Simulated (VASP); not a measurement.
# Cu: relaxation of cell and atoms with PBE

Crystal: Cu.

```
Cu
1.0
     1.94275    0.00000    0.00000
     0.00000    1.94275    0.00000
     0.00000    0.00000    1.94275
Cu
1
Direct
  0.00000 0.00000 0.00000
```

```json
{"Program": "VASP 6.6.1", "Task": "relaxation of cell and atoms", "Functional": "PBE", "Potentials or basis": "VASP PAW PBE potentials, release 64 (Cu)", "Cutoff": "600 eV", "k mesh": "19 × 19 × 19", "Occupations": "fermi-dirac, width 0.1 eV", "Spin": "no spin polarisation", "Target pressure": "260 GPa", "Dipole correction": "no", "Further INCAR settings": "ALGO = Normal; EDIFF = 1e-06; IBRION = 2; EDIFFG = -0.005; NSW = 60; ISIF = 3"}
```

```json
{
 "Relaxed volume": "7.71 Å³/atom",
 "Relaxed cell": "a = 1.976 Å, b = 1.976 Å, c = 1.976 Å, α = 90.00°, β = 90.00°, γ = 90.00°",
 "Space group after relaxing (to 0.05 Å)": "Pm-3m (No. 221)",
 "Energy change on relaxing (the enthalpy is what falls)": "-685.4 meV/atom",
 "Ionic steps": "7",
 "Pressure after relaxing": "260.1 GPa"
}
```

The path:
| step | energy change (eV) | largest force (eV/Å) | pressure (GPa) | volume (Å³) |
| --- | --- | --- | --- | --- |
| 1 | 0.0000 | 0.0000 | 319.95 | 7.33 |
| 2 | -3.1073 | 0.0000 | 53.74 | 10.65 |
| 3 | -0.8159 | 0.0000 | 249.33 | 7.79 |
| 4 | -0.6972 | 0.0000 | 259.11 | 7.72 |
| 5 | -0.6844 | 0.0000 | 260.54 | 7.71 |
| 6 | -0.6848 | 0.0000 | 260.34 | 7.71 |
| 7 | -0.6854 | 0.0000 | 260.10 | 7.71 |

Final structure:
```xyz
1
Lattice="1.9757 0.0000 0.0000 0.0000 1.9757 0.0000 0.0000 0.0000 1.9757" Properties=species:S:1:pos:R:3 pbc="T T T"
Cu    0.0000    0.0000    0.0000
```

Levels at points of the mesh, in eV from the Fermi level:
```csv
k point,band 2,band 3,band 4,band 5,band 6,band 7,band 8,band 9
"(0.00, 0.00, 0.00)",-7.59,-7.59,-1.70,-1.70,-1.70,24.71,24.71,24.71
```

It took 23 s on 1 thread of Intel Xeon 6975P-C (shared host), peak memory 0.14 GiB.

Caveat: the cell is relaxed towards a set pressure, so the enthalpy falls and the energy may rise.
